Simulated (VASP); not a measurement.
Set up this calculation in VASP 6.6.1, as the native input.

```
Task                   : electric field gradients
Functional             : PBE
Potentials or basis    : VASP PAW PBE potentials, release 64 (Eu, O)
Cutoff                 : 520 eV
k mesh                 : 14 × 14 × 14
Occupations            : fermi-dirac, width 0.03 eV
Spin                   : collinear spin, ferromagnetic start
Starting moments       : [7.0, 0.0] μB
Dipole correction      : no
Further INCAR settings : ALGO = Normal; EDIFF = 1e-08; NBANDS = 22
```

The structure of EuO lies in POSCAR:

```
EuO
1.0
    0.0000000000      2.6223931986      2.6223931986
    2.6223931986      0.0000000000      2.6223931986
    2.6223931986      2.6223931986      0.0000000000
Eu O
1 1
Direct
    0.0000000000      0.0000000000      0.0000000000
    0.5000000000      0.5000000000      0.5000000000
```

The input as run:

INCAR

```
PREC = Accurate
ENCUT = 520
EDIFF = 1E-8
ISMEAR = -1
SIGMA = 0.03
LREAL = F
LASPH = T
NELM = 200
ALGO = Normal
ISIF = 2
LWAVE = F
LCHARG = F
ISPIN = 2
MAGMOM = 7 0
LORBIT = 11
LMAXMIX = 6
GGA = PE
LEFG = T
NBANDS = 22
GGA_COMPAT = F
```

KPOINTS

```
Automatic mesh
0
Gamma
  14 14 14
```

Potentials or basis: VASP PAW PBE potentials, release 64 (Eu, O).

Launch:

```sh
$ cat potpaw_PBE.64/Eu/POTCAR potpaw_PBE.64/O/POTCAR > POTCAR
$ mpirun -np 1 vasp_std > vasp.out
```

It gave:

| Quantity | Value |
| --- | --- |
| Pressure | -8.3 GPa |
| Band gap on the k mesh | zero (filled and empty bands overlap) |
| Net moment | 7.00 μB per cell |
| Site moments | Eu +6.61; O -0.10 μB |
| Largest electric field gradient by atom | zero within the noise of the run |
| Valence electrons inside the program's atomic spheres | Eu 14.77; O 4.92 |

Caveat: the cell stands under tension; spin-orbit coupling is left out, which moves the levels of the heavy elements; a cell with one magnetic atom can't hold antiferromagnetic order, which such compounds often take; semilocal functionals describe open f shells poorly, which spoils levels, moments and volumes.

Wall time 9 min on 1 thread of Intel Xeon 8259CL (shared host), peak memory 0.29 GiB.
